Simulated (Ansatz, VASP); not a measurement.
## Two plane-wave programs on Hg

File INCAR:

```
SYSTEM = Hg
PREC = Accurate
ENCUT = 520
EDIFF = 1E-8
ISMEAR = -1
SIGMA = 0.03
LREAL = .FALSE.
LASPH = .TRUE.
NELM = 80
ALGO = Normal
ISIF = 2
LWAVE = .FALSE.
LCHARG = .FALSE.
LEFG = .TRUE.
NBANDS = 12
```

KPOINTS

```
regular mesh
0
G
  12 12 12
  0 0 0
```

The input POSCAR:

```
Hg
1.0
    1.7527662299      1.0119600547      2.2633981081
   -1.7527662299      1.0119600547      2.2633981081
    0.0000000000     -2.0239201093      2.2633981081
Hg
1
Direct
    0.0000000000      0.0000000000      0.0000000000
```

Input for Ansatz:

```yaml
crystal:
  lattice:
    - [1.7527662299, 1.0119600547, 2.2633981081]
    - [-1.7527662299, 1.0119600547, 2.2633981081]
    - [0.0, -2.0239201093, 2.2633981081]
  atoms:
    - { symbol: Hg, position: [0.0, 0.0, 0.0] }
kpoints:
  mp_grid: { grid: [12, 12, 12] }
scf:
  occupations: { method: fermi_dirac, width: 0.03 }
hamiltonian:
  xc: lda
  pseudopotentials: { kind: paw }
output:
  forces: true
  stress: true
  eigenvalues: true
  efg: { contact_densities: true }
```

Change from the starting cell: volume scaled by 1.04, PAW files.

Alike in both runs: task electric field gradients; functional LDA; k mesh 12 × 12 × 12; occupations fermi-dirac, width 0.03 eV; no spin polarisation.

```csv
,VASP,Ansatz
version,VASP 6.6.1,Ansatz 0.2.0
potentials or method,"VASP PAW LDA potentials, release 64 (Hg)","PAW with Ansatz's default frozen-core files, scalar-relativistic"
plane-wave cutoff (eV),520,420
valence electrons in the cell,12,20
```

Ansatz gave:

- pressure (GPa): -3.1
- traceless stress, the component that is largest in VASP (GPa): -1.40
- size of Vzz on the site where it differs most (V/Å²): 107.4

Estimate VASP's values.

pressure (GPa): -2.6; traceless stress, the component that is largest in VASP (GPa): -1.15; size of Vzz on the site where it differs most (V/Å²): 135.6.

LDA's correlation is that of Perdew and Zunger in VASP and of Perdew and Wang (1992) in Ansatz. VASP's potentials hold 12 valence electrons a cell and Ansatz's 20, so a difference there can come from the potentials and not from the codes.

Spin-orbit coupling is off throughout.
